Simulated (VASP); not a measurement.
A run of VASP 6.6.1:

Contents of INCAR:

```
SYSTEM = BiTe
ALGO     = Normal         ! electronic algorithm
EDIFF    = 1E-7           ! SCF threshold, eV
ENCUT    = 520            ! plane-wave cutoff, eV
GGA      = PS             ! functional
ISIF     = 2              ! what is computed and relaxed
ISMEAR   = -1             ! smearing method
IVDW     = 12             ! dispersion correction
LASPH    = .TRUE.         ! aspherical terms in the spheres
LCHARG   = .TRUE.         ! write CHGCAR
LELF     = .TRUE.         ! ELF
LREAL    = .FALSE.        ! projectors in reciprocal space
LVHAR    = .TRUE.       
LWAVE    = .FALSE.        ! write WAVECAR
NBANDS   = 18             ! bands
NELM     = 60             ! most SCF steps
PREC     = Accurate       ! precision mode
SIGMA    = 0.1            ! smearing width, eV
```

The input KPOINTS:

```
k-points
0
G
  9 9 9
  0 0 0
```

Contents of POSCAR:

```
BiTe
1.0
    0.0000000000      3.2350000000      3.2350000000
    3.2350000000      0.0000000000      3.2350000000
    3.2350000000      3.2350000000      0.0000000000
Bi Te
1 1
Direct
    0.0000000000      0.0000000000      0.0000000000
    0.4845440495      0.4845440495      0.5154559505
```

Potentials or basis: VASP PAW PBE potentials, release 64 (Bi_d, Te).

Run with:

```console
$ cat potpaw_PBE.64/Bi_d/POTCAR potpaw_PBE.64/Te/POTCAR > POTCAR
$ mpirun -np 1 vasp_std > vasp.out
```

Hardware: 1 thread of Intel(R) Xeon(R) 6975P-C (Granite Rapids) (shared host).

Q: How long does it take, and how much memory?

A: It took 87 s on 1 thread of Intel(R) Xeon(R) 6975P-C (Granite Rapids) (shared host), peak memory 0.26 GiB. Counts: scf iterations 13, k points 75.
